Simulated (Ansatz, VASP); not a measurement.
**Cd in VASP and in Ansatz**

```
Cd
1.0
     3.06872    0.00000    0.00000
    -1.53436    2.65759    0.00000
     0.00000    0.00000   11.83563
Cd
4
Direct
  0.33333 0.66667 0.11904
  0.66667 0.33333 0.61904
  0.33333 0.66667 0.38096
  0.66667 0.33333 0.88096
```

Alike in both runs: functional PBE; k mesh 18 × 18 × 4; occupations gaussian, width 0.1 eV; no spin polarisation.

Ansatz relaxed the structure, and its values are those at the end. VASP's run is a single point on that final structure, the one shown.

|  | VASP | Ansatz |
| --- | --- | --- |
| version | VASP 6.6.1 | Ansatz 0.2.0 |
| potentials or method | VASP PAW PBE potentials, release 64 (Cd), cutoff 520 eV | scalar-relativistic, plane waves, PAW |
| valence electrons in the cell | 48 | 80 |

VASP gave:

- gap on the k mesh at the Fermi level (eV): none
- pressure (GPa): 0.2
- rms of the force components (eV/Å): 0.004

Task: Which values does Ansatz return?

Result: gap on the k mesh at the Fermi level (eV): none; pressure (GPa): 0.0; rms of the force components (eV/Å): 0.004.

A gap of «none» marks a metal or a gap that the smearing closes. VASP's potentials hold 48 valence electrons a cell and Ansatz's 80, so a difference there can come from the potentials and not from the codes.
